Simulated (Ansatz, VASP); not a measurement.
## Ta3Cu in VASP and in Ansatz

File INCAR:

```
SYSTEM = Ta3Cu
ALGO = Fast
EDIFF = 1E-6
ENCUT = 520
GGA = PS
ISIF = 2
ISMEAR = -1
LASPH = .TRUE.
LCHARG = .FALSE.
LREAL = .FALSE.
LWAVE = .FALSE.
NBANDS = 30
NELM = 80
PREC = Accurate
SIGMA = 0.05
```

File KPOINTS:

```
k-points
0
G
  9 9 9
  0 0 0
```

POSCAR

```
Ta3Cu
1.0
   -2.0197955131      2.0197955131      4.2360394877
    2.0197955131     -2.0197955131      4.2360394877
    2.0197955131      2.0197955131     -4.2360394877
Ta Cu
3 1
Direct
    0.5000000000      0.5000000000      0.0000000000
    0.2500000000      0.7500000000      0.5000000000
    0.7500000000      0.2500000000      0.5000000000
    0.0000000000      0.0000000000      0.0000000000
```

The input input.yaml:

```yaml
crystal:
  lattice:
    - [-2.0197955131, 2.0197955131, 4.2360394877]
    - [2.0197955131, -2.0197955131, 4.2360394877]
    - [2.0197955131, 2.0197955131, -4.2360394877]
  atoms:
    - { symbol: Ta, position: [0.5, 0.5, 0.0] }
    - { symbol: Ta, position: [0.25, 0.75, 0.5] }
    - { symbol: Ta, position: [0.75, 0.25, 0.5] }
    - { symbol: Cu, position: [0.0, 0.0, 0.0] }
hamiltonian:
  xc: pbesol
  pseudopotentials: { kind: paw }
kpoints:
  mp_grid: { grid: [9, 9, 9] }
scf:
  occupations: { method: fermi_dirac, width: 0.05 }
output:
  forces: true
  stress: true
  eigenvalues: true
```

Alike in both runs: task single point; functional PBEsol; k mesh 9 × 9 × 9; occupations fermi-dirac, width 0.05 eV; no spin polarisation.

|  | VASP | Ansatz |
| --- | --- | --- |
| version | VASP 6.6.1 | Ansatz 0.2.0 |
| potentials or method | VASP PAW PBE potentials, release 64 (Ta_pv, Cu) | Ansatz PAW |
| plane-wave cutoff (eV) | 520 | 420 |
| valence electrons in the cell | 44 | 58 |

VASP gave:

* gap on the k mesh at the Fermi level (eV): none
* pressure (GPa): -9.0
* traceless stress, the component that is largest in VASP (GPa): -0.25

**Question.** Estimate Ansatz's values.

**Answer.** gap on the k mesh at the Fermi level (eV): none; pressure (GPa): -9.5; traceless stress, the component that is largest in VASP (GPa): -0.15.

VASP's potentials were made for PBE, not for PBEsol. A gap of «none» marks a metal or a gap that the smearing closes. VASP's potentials hold 44 valence electrons a cell and Ansatz's 58, so a difference there can come from the potentials and not from the codes.

Spin-orbit coupling is off throughout.
